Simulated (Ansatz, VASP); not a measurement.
Au: VASP beside Ansatz

```
CELL_PARAMETERS angstrom
0.00000 2.12732 1.96368
2.12732 0.00000 1.96368
2.12732 2.12732 0.00000
ATOMIC_POSITIONS crystal
Au 0.00000 0.00000 0.00000
```

Change from the starting cell: strain +0.040 along x and y, -0.040 along z, atoms carried along.

Alike in both runs: task single point; functional PBEsol; k mesh 20 × 20 × 20; occupations gaussian, width 0.15 eV; no spin polarisation.

|  | VASP | Ansatz |
| --- | --- | --- |
| version | VASP 6.6.1 | Ansatz 0.2.0 |
| potentials or method | VASP PAW PBE potentials, release 64 (Au), cutoff 520 eV | scalar-relativistic, plane waves, PAW |
| valence electrons in the cell | 11 | 19 |

```tsv
	VASP	Ansatz	Ansatz less VASP
gap on the k mesh at the Fermi level (eV)	none	none	-
pressure (GPa)	-6.7	-6.5	+0.20
traceless stress, the component that is largest in VASP (GPa)	0.92	0.91	-0.008
```

VASP's potentials were made for PBE, not for PBEsol. A gap of «none» marks a metal or a gap that the smearing closes. The functional is the same, so the differences come from potentials, cutoffs and numerics. VASP's potentials hold 11 valence electrons a cell and Ansatz's 19, so a difference there can come from the potentials and not from the codes.

Neither program's run includes spin-orbit coupling.
